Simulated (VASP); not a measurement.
# W (a cell with a defect) in VASP: further runs

The runs below take W (a cell with a defect) through single point, with PBE+D3(BJ).

All numbers are computed with VASP 6.6.1; they aren't measurements. Logs are shortened: lines on timing, memory, paths and dates and some standing lists are left out, and cuts for length are marked.

### 1 The cell of the first run

The cell holds a defect, 15 atoms: a = 6.320 Å, b = 6.320 Å, c = 6.320 Å, α = 90.00°, β = 90.00°, γ = 90.00°.

### 2 Single point, PBE+D3(BJ)

Input file INCAR:

```
ALGO = Normal ; EDIFF = 1E-6
ENCUT = 520 ; GGA = PE
ISIF = 2 ; ISMEAR = 0
IVDW = 12 ; LASPH = True
LCHARG = False ; LREAL = Auto
LWAVE = False ; NBANDS = 118
NELM = 60 ; PREC = Accurate
SIGMA = 0.05
```

Input file KPOINTS:

```
k-points
0
Gamma
  3 3 3
```

Input file POSCAR:

```
W
1.0
    6.3200000000      0.0000000000      0.0000000000
    0.0000000000      6.3200000000      0.0000000000
    0.0000000000      0.0000000000      6.3200000000
W
15
Direct
   -0.0492099684      0.0485109177     -0.0491226266
    0.4955262658     -0.0036180380      0.0030856013
    0.0029694620      0.5038455696      0.0030949367
    0.0030034810     -0.0036531646      0.4956085443
    0.2480748418      0.2496723101      0.2481533228
    0.5036781646      0.4956142405     -0.0002783228
    0.5037824367     -0.0002020570      0.5038753165
    0.7447726266      0.2545561709      0.2559498418
   -0.0003998418      0.4955917722      0.5038071203
    0.2468291139      0.7525726266      0.2469158228
    0.2558617089      0.2545628165      0.7448650316
    0.5033454114      0.4959759494      0.5034694620
    0.7495976266      0.7512694620      0.2481400316
    0.2480257911      0.7512963608      0.7496995253
    0.7447662975      0.7434617089      0.7448718354
```

Potentials or basis: VASP PAW PBE potentials, release 64 (W_sv).

Launch:

```
$ cat potpaw_PBE.64/W_sv/POTCAR > POTCAR
$ mpirun -np 1 vasp_std > vasp.out
```

OUTCAR:

```text
EDIFF = 1E-6
   ENCUT = 520
   GGA = PE
   ISIF = 2
   ISMEAR = 0
   IVDW = 12
   LASPH = True
   LREAL = Auto
   NELM = 60
   PREC = Accurate
 IVDW          = 12

 ion  position               nearest neighbor table
   1  0.951  0.049  0.951-  15 2.67   8 2.67  11 2.67   2 2.91   4 2.91   3 2.92  14 2.95  13 2.95
                             5 2.95  10 3.24   3 3.47   4 3.47   2 3.47
   2  0.496  0.996  0.003-  10 2.69  13 2.72   5 2.72  14 2.72  11 2.76   8 2.77  15 2.77   1 2.91
                             7 3.16   6 3.16   6 3.17   7 3.17   1 3.47
   3  0.003  0.504  0.003-  10 2.69   5 2.72  13 2.72  14 2.72  15 2.76   8 2.77  11 2.77   1 2.92
                             9 3.16   6 3.16   6 3.16   9 3.17   1 3.47
   4  0.003  0.996  0.496-  10 2.69  14 2.72   5 2.72  13 2.72   8 2.76  11 2.77  15 2.77   1 2.91
                             7 3.16   9 3.16   9 3.17   7 3.17   1 3.47
   5  0.248  0.250  0.248-   3 2.72   2 2.72   4 2.72   6 2.74   9 2.74  12 2.76   7 2.78   1 2.95
                             8 3.14  11 3.14  10 3.14  10 3.18  11 3.18   8 3.18
   6  0.504  0.496  1.000-   8 2.70  11 2.71  15 2.71   5 2.74  13 2.74  10 2.78  14 2.78  12 3.14
                             2 3.16   3 3.16   3 3.16   2 3.17  12 3.18
   7  0.504  1.000  0.504-  15 2.70   8 2.71  11 2.71  13 2.74  14 2.74  10 2.78   5 2.78  12 3.14
                             2 3.16   4 3.16   4 3.17   2 3.17  12 3.18
   8  0.745  0.255  0.256-  12 2.67   1 2.67   6 2.70   7 2.71   9 2.71   4 2.76   2 2.77   3 2.77
                             5 3.14  13 3.14  13 3.18   5 3.18
   9  1.000  0.496  0.504-  11 2.70   8 2.71  15 2.71  14 2.74   5 2.74  10 2.78  13 2.78  12 3.14
                             4 3.16   3 3.16   3 3.17   4 3.17  12 3.18
  10  0.247  0.753  0.247-   4 2.69   2 2.69   3 2.69   6 2.78   9 2.78   7 2.78  12 2.81   5 3.14
                            14 3.14  13 3.14  13 3.18  14 3.18   5 3.18   1 3.24
  11  0.256  0.255  0.745-  12 2.66   1 2.67   9 2.70   7 2.71   6 2.71   2 2.76   4 2.77   3 2.77
                             5 3.14  14 3.14  14 3.18   5 3.18
  12  0.503  0.496  0.503-  11 2.66  15 2.66   8 2.67  14 2.76  13 2.76   5 2.76  10 2.81   7 3.14
                             6 3.14   9 3.14   9 3.18   6 3.18   7 3.18
  13  0.750  0.751  0.248-   2 2.72   3 2.72   4 2.72   6 2.74   7 2.74  12 2.76   9 2.78   1 2.95
                             8 3.14  15 3.14  10 3.14  10 3.18  15 3.18   8 3.18
  14  0.248  0.751  0.750-   4 2.72   3 2.72   2 2.72   9 2.74   7 2.74  12 2.76   6 2.78   1 2.95
                            11 3.14  15 3.14  10 3.14  10 3.18  15 3.18  11 3.18
  15  0.745  0.743  0.745-  12 2.66   1 2.67   7 2.70   9 2.71   6 2.71   3 2.76   2 2.77   4 2.77
                            13 3.14  14 3.14  14 3.18  13 3.18

  LATTYP: Found a simple cubic cell.
 ALAT       =     6.3200000000

  Lattice vectors:

 A1 = (   6.3200000000,   0.0000000000,   0.0000000000)
 A2 = (   0.0000000000,   6.3200000000,   0.0000000000)
 A3 = (   0.0000000000,   0.0000000000,   6.3200000000)

Analysis of symmetry for initial positions (statically):
=====================================================================
 Subroutine PRICEL returns:
 Original cell was already a primitive cell.

[... 166 lines left out ...]
   LRPA    =     F    only Hartree local field effects (RPA)
 non-spin polarized calculation
 Gauss-broadening in eV      SIGMA  =   0.05
  energy-cutoff  :      520.00
  volume of cell :      252.44
 maximum number of plane-waves:      6859
   NGX = 23   NGY = 23   NGZ = 23

 number of electron     210.0000013 magnetization

 Free energy of the ion-electron system (eV)
  ---------------------------------------------------
  ext. energy  EPLUGINS =         0.00000000
  ---------------------------------------------------
  free energy    TOTEN  =      -190.08217433 eV

  energy without entropy =     -190.07284983  energy(sigma->0) =     -190.07751208

 E-fermi :  10.2467     XC(G=0): -13.2261

 val. band max:       10.2326156025   @ k =  -0.3333   0.3333   0.3333
 cond. band min:      10.2711640874   @ k =   0.0000   0.0000   0.0000
 fundamental gap:      0.0385484849
 Fermi energy:        10.2467308331

 k-point     1 :       0.0000    0.0000    0.0000
  band No.  band energies     occupation
      1     -63.7591      2.00000
      2     -63.6210      2.00000
      3     -63.5564      2.00000
      4     -63.5562      2.00000
      5     -63.5442      2.00000
      6     -63.5441      2.00000
[... 1669 lines left out ...]
    116      12.3038      0.00000
    117      12.4127      0.00000
 [bands above 117 left out]

------------------------ aborting loop because EDIFF is reached ----------------------------------------

 Edisp (eV)   -9.80731

 E8    (eV) :    -5.0268

  FORCE on cell =-STRESS in cart. coord.  units (eV):
  Direction    XX          YY          ZZ          XY          YZ          ZX
  --------------------------------------------------------------------------------------
  -------------------------------------------------------------------------------------
  Total      -9.92813    -9.92995    -9.92991     2.47562     2.47848    -2.48568
  in kB     -63.01254   -63.02409   -63.02379    15.71243    15.73058   -15.77628
  external pressure =      -63.02 kB  Pullay stress =        0.00 kB

 VOLUME and BASIS-vectors are now :
 -----------------------------------------------------------------------------
  energy-cutoff  :      520.00
  volume of cell :      252.44
      direct lattice vectors                 reciprocal lattice vectors
     6.320000000  0.000000000  0.000000000     0.158227848  0.000000000  0.000000000
     0.000000000  6.320000000  0.000000000     0.000000000  0.158227848  0.000000000
     0.000000000  0.000000000  6.320000000     0.000000000  0.000000000  0.158227848

 POSITION                                       TOTAL-FORCE (eV/Angst)
 -----------------------------------------------------------------------------------
      6.00899      0.30659      6.00954         1.340512     -1.338256      1.339520
      3.13173      6.29713      0.01950        -0.081652      0.121713     -0.125367
      0.01877      3.18430      0.01956        -0.124243      0.077067     -0.126047
      0.01898      6.29691      3.13225        -0.126468      0.124358     -0.081448
      1.56783      1.57793      1.56833        -0.090369      0.078111     -0.088140
      3.18325      3.13228      6.31824        -0.158423      0.161794     -0.045106
      3.18390      6.31872      3.18449        -0.162569      0.038265     -0.162514
      4.70696      1.60880      1.61760        -0.090244      0.092157     -0.202173
      6.31747      3.13214      3.18406        -0.043909      0.162325     -0.159573
      1.55996      4.75626      1.56051        -0.048666      0.042777     -0.048033
      1.61705      1.60884      4.70755        -0.203596      0.091811     -0.089125
      3.18114      3.13457      3.18193         0.035349     -0.031102      0.033642
      4.73746      4.74802      1.56824        -0.069279      0.089725     -0.085043
      1.56752      4.74819      4.73810        -0.084444      0.087557     -0.069172
      4.70692      4.69868      4.70759        -0.091999      0.201697     -0.091421
 -----------------------------------------------------------------------------------
    total drift:                               -0.002426      0.000012     -0.001306

  FREE ENERGIE OF THE ION-ELECTRON SYSTEM (eV)
  ---------------------------------------------------
  free  energy   TOTEN  =      -199.8894867869 eV

  energy  without entropy=     -199.8801622847  energy(sigma->0) =     -199.88482454
```

OSZICAR:

```text
N       E                     dE             d eps       ncg     rms          rms(c)
DAV:   1     0.323164962248E+04    0.32316E+04   -0.12066E+05  3304   0.210E+03
DAV:   2     0.705485416199E+02   -0.31611E+04   -0.31111E+04  3304   0.707E+02
DAV:   3    -0.182290386145E+03   -0.25284E+03   -0.23831E+03  3796   0.172E+02
DAV:   4    -0.198665266420E+03   -0.16375E+02   -0.15680E+02  3952   0.344E+01
DAV:   5    -0.199319177016E+03   -0.65391E+00   -0.64534E+00  4072   0.631E+00    0.765E+01
DAV:   6    -0.192101862497E+03    0.72173E+01   -0.14475E+01  4016   0.182E+01    0.310E+01
DAV:   7    -0.191603624493E+03    0.49824E+00   -0.19288E+01  4200   0.185E+01    0.715E+00
DAV:   8    -0.190107472822E+03    0.14962E+01   -0.54470E+00  4048   0.888E+00    0.207E+00
DAV:   9    -0.190101384527E+03    0.60883E-02   -0.43709E-01  4024   0.323E+00    0.139E+00
DAV:  10    -0.190087845605E+03    0.13539E-01   -0.10793E-01  4176   0.202E+00    0.572E-01
DAV:  11    -0.190082550495E+03    0.52951E-02   -0.29880E-02  4112   0.105E+00    0.288E-01
DAV:  12    -0.190082198214E+03    0.35228E-03   -0.41905E-03  4376   0.362E-01    0.142E-01
DAV:  13    -0.190082198328E+03   -0.11345E-06   -0.79685E-04  4168   0.147E-01    0.810E-02
DAV:  14    -0.190082189798E+03    0.85297E-05   -0.18731E-04  4232   0.841E-02    0.432E-02
DAV:  15    -0.190082176924E+03    0.12874E-04   -0.30213E-05  4200   0.346E-02    0.106E-02
DAV:  16    -0.190082174967E+03    0.19571E-05   -0.50807E-06  3184   0.135E-02    0.390E-03
DAV:  17    -0.190082174333E+03    0.63407E-06   -0.81950E-07  1976   0.583E-03
   1 F= -.19988949E+03 E0= -.19988482E+03  d E =-.932450E-02
```

It took 30 min on 1 thread of AMD EPYC, shared host; peak memory 0.44 GiB.

What came out:

```yaml
Free_energy: -199.8895 eV
Pressure: -6.3 GPa
Largest_force: 2.320 eV/Å
Band_gap_on_the_k_mesh: zero (bands 105 and 106 overlap by 0.17 eV)
Dispersion_energy_per_atom: -0.654 eV
```

Forces on the atoms (eV/Å):
```
W    1.341 -1.338  1.340
W   -0.082  0.122 -0.125
W   -0.124  0.077 -0.126
W   -0.126  0.124 -0.081
W   -0.090  0.078 -0.088
W   -0.158  0.162 -0.045
W   -0.163  0.038 -0.163
W   -0.090  0.092 -0.202
W   -0.044  0.162 -0.160
W   -0.049  0.043 -0.048
W   -0.204  0.092 -0.089
W    0.035 -0.031  0.034
W   -0.069  0.090 -0.085
W   -0.084  0.088 -0.069
W   -0.092  0.202 -0.091
```

Caveat: spin-orbit coupling is left out, which moves the levels of the heavy elements.

### 3 Single point, PBE+D3(BJ)

Input file INCAR:

```
SYSTEM = W
PREC = Accurate
ENCUT = 520
EDIFF = 1E-6
ISMEAR = 0
SIGMA = 0.05
LREAL = Auto
LASPH = .True.
NELM = 60
ALGO = Normal
ISIF = 2
LWAVE = .False.
LCHARG = .True.
GGA = PE
IVDW = 12
LELF = .True.
LVHAR = .True.
NBANDS = 118
```

Input file KPOINTS:

```
regular mesh
0
Gamma
  3 3 3
  0 0 0
```

Input file POSCAR:

```
W
1.0
    6.3200000000      0.0000000000      0.0000000000
    0.0000000000      6.3200000000      0.0000000000
    0.0000000000      0.0000000000      6.3200000000
W
15
Direct
   -0.2110077532      0.2108074367     -0.2109954114
    0.4955419304     -0.0047656646      0.0047001582
    0.0046401899      0.5041598101      0.0046715190
    0.0046783228     -0.0047639241      0.4955533228
    0.2467137658      0.2491066456      0.2467229430
    0.5020085443      0.4978189873      0.0003724684
    0.5020694620     -0.0004454114      0.5020844937
    0.7477031646      0.2522598101      0.2543001582
    0.0003482595      0.4978390823      0.5020126582
    0.2457738924      0.7541859177      0.2458041139
    0.2543012658      0.2522893987      0.7476990506
    0.5025186709      0.4973131329      0.5025310127
    0.7508626582      0.7533125000      0.2465390823
    0.2464946203      0.7533284810      0.7509204114
    0.7474778481      0.7454450949      0.7475110759
```

Potentials or basis: VASP PAW PBE potentials, release 64 (W_sv).

Launch:

```
$ cat potpaw_PBE.64/W_sv/POTCAR > POTCAR
$ mpirun -np 1 vasp_std > vasp.out
```

Wall time 12 min (1 thread of Intel Xeon Platinum 8488C (Sapphire Rapids), shared host); peak memory 0.46 GiB.

It converged, with:

| Quantity | Value |
| --- | --- |
| Free energy | -200.1456 eV |
| Pressure | -6.5 GPa |
| Largest force | 2.072 eV/Å |
| Band gap on the k mesh | zero (bands 105 and 106 overlap by 0.15 eV) |
| Dispersion energy per atom | -0.654 eV |

Forces in eV/Å, atoms in the order of the input:
```
W   -1.198  1.192 -1.199
W    0.206 -0.028  0.025
W    0.030 -0.191  0.028
W    0.025 -0.028  0.207
W    0.121 -0.108  0.122
W    0.076 -0.070  0.074
W    0.072 -0.079  0.073
W    0.107 -0.115  0.056
W    0.075 -0.072  0.078
W    0.024 -0.032  0.023
W    0.054 -0.117  0.108
W    0.055 -0.050  0.056
W    0.105 -0.127  0.127
W    0.128 -0.127  0.102
W    0.120 -0.048  0.119
```

Stress tensor (GPa, compression positive):
```
-6.46  1.29 -1.27
 1.29 -6.47  1.28
-1.27  1.28 -6.46
```

Levels at points of the mesh, in eV from the Fermi level:
```tsv
k point	band 102	band 103	band 104	band 105	band 106	band 107	band 108	band 109
(0.00, 0.00, 0.00)	-0.12	-0.03	-0.01	-0.01	0.90	0.90	1.11	1.13
```

Caveat: spin-orbit coupling is left out, which moves the levels of the heavy elements.
